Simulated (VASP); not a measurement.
# Pd (P6_3/mmc) in VASP: notebook

Runs on Pd. Level: BLYP. Tasks: single point, relaxation of cell and atoms.

Program: VASP 6.6.1. These are calculated values, not measurements. Logs are shortened: lines on timing, memory, paths and dates and some standing lists are left out, and cuts for length are marked.

## Step 1: The cell of the first run

It takes space group P6_3/mmc (No. 194, hexagonal). Conventional cell: a = 2.835 Å, b = 2.835 Å, c = 9.411 Å, α = 90.00°, β = 90.00°, γ = 120.00°. Within 3.7 Å of Pd (site symmetry -3m) lie 12 Pd at 2.83 to 2.87 Å. Within 3.7 Å of Pd (site symmetry -6m2) lie 12 Pd at 2.83 to 2.87 Å.

## Step 2: Single point, BLYP, collinear spin, antiferromagnetic start

INCAR reads:

```
PREC = Accurate ; ENCUT = 520
EDIFF = 1E-7 ; ISMEAR = -1
SIGMA = 0.05 ; LREAL = F
LASPH = T ; NELM = 150
ALGO = Normal ; ISIF = 2
LWAVE = F ; LCHARG = F
ISPIN = 2 ; MAGMOM = 0.5 0.5 -0.5 -0.5
LORBIT = 11 ; LMAXMIX = 4
GGA = B5 ; ALDAX = 1.0
AGGAX = 1.0 ; AGGAC = 1.0
ALDAC = 0.0 ; NBANDS = 32
```

KPOINTS reads:

```
Automatic mesh
0
Gamma
  13 13 4
```

POSCAR reads:

```
Pd
1.0
    2.8346543999      0.0000000000      0.0000000000
   -1.4173272000      2.4548827213      0.0000000000
    0.0000000000      0.0000000000      9.4110973198
Pd
4
Direct
    0.0000000000      0.0000000000      1.0000000000
    0.0000000000      0.0000000000      0.5000000000
    0.3333333333      0.6666666667      0.2500000000
    0.6666666667      0.3333333333      0.7500000000
```

Potentials or basis: VASP PAW PBE potentials, release 64 (Pd).

Command:

```sh
$ cat potpaw_PBE.64/Pd/POTCAR > POTCAR
$ mpirun -np 1 vasp_std > vasp.out
```

OUTCAR:

```text
PREC = Accurate
   ENCUT = 520
   EDIFF = 1E-7
   ISMEAR = -1
   LREAL = F
   LASPH = T
   NELM = 150
   ISIF = 2
   ISPIN = 2
   LORBIT = 11
   GGA = B5

 ion  position               nearest neighbor table
   1  0.000  0.000  0.000-   3 2.87   4 2.87   4 2.87   3 2.87   4 2.87   3 2.87
   2  0.000  0.000  0.500-   3 2.87   4 2.87   4 2.87   3 2.87   4 2.87   3 2.87
   3  0.333  0.667  0.250-   1 2.87   2 2.87   1 2.87   2 2.87   1 2.87   2 2.87
   4  0.667  0.333  0.750-   1 2.87   2 2.87   1 2.87   2 2.87   1 2.87   2 2.87

  LATTYP: Found a hexagonal cell.
 ALAT       =     2.8346543999
 C/A-ratio  =     3.3200157734

  Lattice vectors:

 A1 = (   2.8346543999,   0.0000000000,   0.0000000000)
 A2 = (  -1.4173272000,   2.4548827213,   0.0000000000)
 A3 = (   0.0000000000,   0.0000000000,   9.4110973198)

Analysis of symmetry for initial positions (statically):
=====================================================================
 Subroutine PRICEL returns:
 Original cell was already a primitive cell.

 Routine SETGRP: Setting up the symmetry group for a
 hexagonal supercell.

 Subroutine GETGRP returns: Found 24 space group operations
 (whereof 12 operations were pure point group operations)
 out of a pool of 24 trial point group operations.

The static configuration has the point symmetry D_3d.
 The point group associated with its full space group is D_6h.

Analysis of symmetry for dynamics (positions and initial velocities):
=====================================================================
 Subroutine PRICEL returns:
 Original cell was already a primitive cell.

 Routine SETGRP: Setting up the symmetry group for a
 hexagonal supercell.

 Subroutine GETGRP returns: Found 24 space group operations
 (whereof 12 operations were pure point group operations)
 out of a pool of 24 trial point group operations.

The dynamic configuration has the point symmetry D_3d.
 The point group associated with its full space group is D_6h.

Analysis of structural, dynamic, and magnetic symmetry:
=====================================================================
 Subroutine PRICEL returns:
 Original cell was already a primitive cell.

 Routine SETGRP: Setting up the symmetry group for a
 hexagonal supercell.

 Subroutine GETGRP returns: Found 24 space group operations
 (whereof 12 operations were pure point group operations)
 out of a pool of 24 trial point group operations.

The overall configuration has the point symmetry D_3d.
 The point group associated with its full space group is D_6h.

 Subroutine INISYM returns: Found 24 space group operations
 (whereof 12 operations are pure point group operations),
 and found     1 'primitive' translations

----------------------------------------------------------------------------------------

                                     Primitive cell

  volume of cell :      65.4894

  direct lattice vectors                    reciprocal lattice vectors
     2.834654400  0.000000000  0.000000000     0.352776691  0.203675718  0.000000000
    -1.417327200  2.454882721  0.000000000     0.000000000  0.407351435  0.000000000
     0.000000000  0.000000000  9.411097320     0.000000000  0.000000000  0.106257535

  length of vectors
     2.834654400  2.834654400  9.411097320     0.407351435  0.407351435  0.106257535

  position of ions in fractional coordinates (direct lattice)
     0.000000000  0.000000000  0.000000000
     0.000000000  0.000000000  0.500000000
     0.333333333  0.666666667  0.250000000
     0.666666667  0.333333333  0.750000000

  ion indices of the primitive-cell ions
   primitive index   ion index
                 1           1
                 2           2
                 3           3
                 4           4

----------------------------------------------------------------------------------------

 KPOINTS: Automatic mesh

Automatic generation of k-mesh.
 Grid dimensions read from file:
 generate k-points for:   13   13    4

 Generating k-lattice:

  Cartesian coordinates                     Fractional coordinates (reciprocal lattice)
     0.027136669  0.015667363  0.000000000     0.076923077  0.000000000  0.000000000
     0.000000000  0.031334726  0.000000000     0.000000000  0.076923077  0.000000000
     0.000000000  0.000000000  0.026564384     0.000000000  0.000000000  0.250000000

  Length of vectors
     0.031334726  0.031334726  0.026564384

  Shift w.r.t. Gamma in fractional coordinates (k-lattice)
     0.000000000  0.000000000  0.000000000

 Subroutine IBZKPT returns following result:
 ===========================================

 Found     63 irreducible k-points:

 Following reciprocal coordinates:
            Coordinates               Weight
  0.000000  0.000000  0.000000      1.000000
  0.076923  0.000000  0.000000      6.000000
  0.153846 -0.000000  0.000000      6.000000
  0.230769 -0.000000  0.000000      6.000000
  0.307692 -0.000000  0.000000      6.000000
  0.384615 -0.000000  0.000000      6.000000
[... 16 lines left out ...]
  0.076923  0.000000  0.250000     12.000000
  0.153846 -0.000000  0.250000     12.000000
 [... further k-points ...]
   k-points           NKPTS =     63   k-points in BZ     NKDIM =     63   number of bands    NBANDS=     32
   number of dos      NEDOS =    301   number of ions     NIONS =      4
   total plane-waves  NPLWV =  40320
   dimension x,y,z NGX =    24 NGY =   24 NGZ =   70
   dimension x,y,z NGXF=    48 NGYF=   48 NGZF=  140
   ions per type =               4
   NGX,Y,Z   is equivalent  to a cutoff of  14.08, 14.08, 12.37 a.u.
   NGXF,Y,Z  is equivalent  to a cutoff of  28.15, 28.15, 24.73 a.u.
 SYSTEM =  unknown system
   PREC   = accura    normal or accurate (medium, high low for compatibility)
   ISTART =      0    job   : 0-new  1-cont  2-samecut
   ICHARG =      2    charge: 1-file 2-atom 10-const
   ISPIN  =      2    spin polarized calculation?
   LNONCOLLINEAR =      F non collinear calculations
   LSORBIT =      F    spin-orbit coupling
   LASPH  =      T    aspherical Exc in radial PAW
   ENCUT  =  520.0 eV  38.22 Ry    6.18 a.u.   5.27  5.27 17.50*2*pi/ulx,y,z
   NELM   =    150;   NELMIN=  2; NELMDL= -5     # of ELM steps
   EDIFF  = 0.1E-06   stopping-criterion for ELM
   LREAL  =      F    real-space projection
   EDIFFG = 0.1E-05   stopping-criterion for IOM
   NSW    =      0    number of steps for IOM
   IBRION =     -1    ionic relax: 0-MD 1-quasi-New 2-CG
   NFREE  =      0    steps in history (QN), initial steepest desc. (CG)
   ISIF   =      2    stress and relaxation
   ISYM   =      2    0-nonsym 1-usesym 2-fastsym
   POTIM  = 0.5000    time-step for ionic-motion
   TEBEG  =    0.0;   TEEND  =   0.0 temperature during run
   PSTRESS=    0.0 pullay stress
   NELECT =      40.0000    total number of electrons
   NUPDOWN=      -1.0000    fix difference up-down
   EMIN   =  10.00;   EMAX   =-10.00  energy-range for DOS
   EFERMI =   0.00;   METHOD = LEGACY
   ISMEAR =    -1;   SIGMA  =   0.05  broadening in eV -4-tet -1-fermi 0-gaus
   EFERMI_NEDOS =   21; number of points for ismear=-14 and -15
   IALGO  =     38    algorithm
   IMIX   =      4    mixing-type and parameters
     AMIX     =   0.40;   BMIX     =  1.00
     AMIX_MAG =   1.60;   BMIX_MAG =  1.00
  volume/ion in A,a.u.               =      16.37       110.49
  Fermi-wavevector in a.u.,A,eV,Ry     =   1.389007  2.624843 26.250272  1.929341
  Thomas-Fermi vector in A             =   2.513079
   LORBIT       =     11    0 simple, 1 ext, 2 COOP (PROOUT), +10 PAW based schemes
   GGA     = B5    functional components
   LHFCALC =     F    Hartree Fock is set to
   AEXX    =    0.0000 exact exchange contribution
   IVDW    =     0    specifies the selected vdW correction
   LEPSILON=     F    determine dielectric tensor
   LRPA    =     F    only Hartree local field effects (RPA)
 spin polarized calculation
  energy-cutoff  :      520.00
  volume of cell :       65.49
 maximum number of plane-waves:      1777
 NGX is ok and might be reduce to    24
   NGX = 11   NGY = 11   NGZ = 35

 number of electron      39.9999987 magnetization       0.0187544

 Free energy of the ion-electron system (eV)
  ---------------------------------------------------
  ext. energy  EPLUGINS =         0.00000000
  ---------------------------------------------------
  free energy    TOTEN  =       -17.51926991 eV

  energy without entropy =      -17.43730608  energy(sigma->0) =      -17.47828799

 E-fermi :   8.6432     XC(G=0): -11.9231

 val. band max:        8.6415531209   @ k =   0.3077  -0.0000   0.0000
 cond. band min:       8.6433882833   @ k =   0.4615   0.0000   0.2500
 fundamental gap:      0.0018351624
 Fermi energy:         8.6431980945

 spin component 1

 k-point     1 :       0.0000    0.0000    0.0000
  band No.  band energies     occupation
      1       2.4003      1.00000
      2       3.9076      1.00000
      3       3.9124      1.00000
      4       4.1127      1.00000
      5       6.1371      1.00000
      6       6.1949      1.00000
[... 24 lines left out ...]
     31      27.6478      0.00000
     32      28.1590      0.00000
[... 774 lines left out ...]
      2       3.9972      1.00000
      3       4.5800      1.00000
      4       4.6911      1.00000
      5       5.7361      1.00000
      6       5.8149      1.00000
[... 24 lines left out ...]
     31      26.8578      0.00000
     32      27.1631      0.00000

 [... further k-points ...]

 spin component 2

 k-point     1 :       0.0000    0.0000    0.0000
  band No.  band energies     occupation
      1       2.4003      1.00000
      2       3.9083      1.00000
      3       3.9132      1.00000
      4       4.1151      1.00000
      5       6.1409      1.00000
      6       6.1981      1.00000
[... 24 lines left out ...]
     31      27.6476      0.00000
     32      28.1586      0.00000
[... 774 lines left out ...]
      2       3.9975      1.00000
      3       4.5825      1.00000
      4       4.6929      1.00000
      5       5.7396      1.00000
      6       5.8175      1.00000
[... 24 lines left out ...]
     31      26.8583      0.00000
     32      27.1628      0.00000

 [... further k-points ...]
[... 5 lines left out ...]
  --------------------------------------------------------------------------------------
  -------------------------------------------------------------------------------------
  Total        0.1242572      0.1242572      0.1001037     -0.0000000      0.0000000      0.0000000
  in kB        3.0399122      3.0399122      2.4490052     -0.0000000      0.0000000      0.0000000
  external PRESSURE =       2.8429432 kB  Pullay stress =       0.0000000 kB

 VOLUME and BASIS-vectors are now :
 -----------------------------------------------------------------------------
  energy-cutoff  :      520.00
  volume of cell :       65.49
      direct lattice vectors                 reciprocal lattice vectors
     2.834654400  0.000000000  0.000000000     0.352776691  0.203675718  0.000000000
    -1.417327200  2.454882721  0.000000000     0.000000000  0.407351435  0.000000000
     0.000000000  0.000000000  9.411097320     0.000000000  0.000000000  0.106257535

 POSITION                                       TOTAL-FORCE (eV/Angst)
 -----------------------------------------------------------------------------------
      0.00000      0.00000      0.00000        -0.000000      0.000000     -0.000000
      0.00000      0.00000      4.70555        -0.000000      0.000000     -0.000000
     -0.00000      1.63659      2.35277        -0.000000      0.000000     -0.000000
      1.41733      0.81829      7.05832         0.000000     -0.000000      0.000000
 -----------------------------------------------------------------------------------
    total drift:                               -0.000000      0.000000      0.000000

  FREE ENERGIE OF THE ION-ELECTRON SYSTEM (eV)
  ---------------------------------------------------
  free  energy   TOTEN  =       -17.5192699075 eV

  energy  without entropy=      -17.4373060774  energy(sigma->0) =      -17.47828799

 total charge

# of ion       s       p       d       tot
------------------------------------------
    1        0.428   0.360   8.501   9.289
    2        0.428   0.360   8.501   9.289
    3        0.428   0.362   8.497   9.287
    4        0.428   0.362   8.497   9.287
--------------------------------------------------
tot          1.711   1.444  33.998  37.152

 magnetization (x)

# of ion       s       p       d       tot
------------------------------------------
    1       -0.000  -0.000   0.006   0.005
    2       -0.000  -0.000   0.006   0.005
    3       -0.000  -0.000   0.005   0.005
    4       -0.000  -0.000   0.005   0.005
--------------------------------------------------
tot         -0.000  -0.001   0.021   0.021
```

It took 7.3 min on 1 thread of Intel Xeon 8259CL, shared host; peak memory 0.33 GiB.

What came out:

```
Free energy                                           : -17.5193 eV
Pressure                                              : 0.3 GPa
Band gap on the k mesh                                : zero (filled and empty bands overlap)
Net moment                                            : 0.02 μB per cell
Valence electrons inside the program's atomic spheres : Pd 9.29
```

Levels at points of the mesh, in eV from the Fermi level:
Spin up:
```csv
k point,band 17,band 18,band 19,band 20,band 21,band 22,band 23,band 24
"(0.00, 0.00, 0.00)",-1.29,-0.90,-0.90,-0.62,-0.62,-0.13,-0.13,1.33
"(0.00, 0.00, 0.50)",-1.11,-1.11,-0.53,-0.53,-0.34,-0.34,-0.34,-0.34
```
Spin down:
```csv
k point,band 16,band 17,band 18,band 19,band 20,band 21,band 22,band 23,band 24,band 25
"(0.00, 0.00, 0.00)",-1.29,-1.29,-0.89,-0.89,-0.62,-0.62,-0.13,-0.13,1.33,6.31
"(0.00, 0.00, 0.50)",-1.11,-1.11,-1.11,-0.53,-0.53,-0.33,-0.33,-0.33,-0.33,8.98
```

Caveat: the PAW data sets were made with another functional, which shifts forces and pressure a little.

(Part 1 of 4 ends here.)
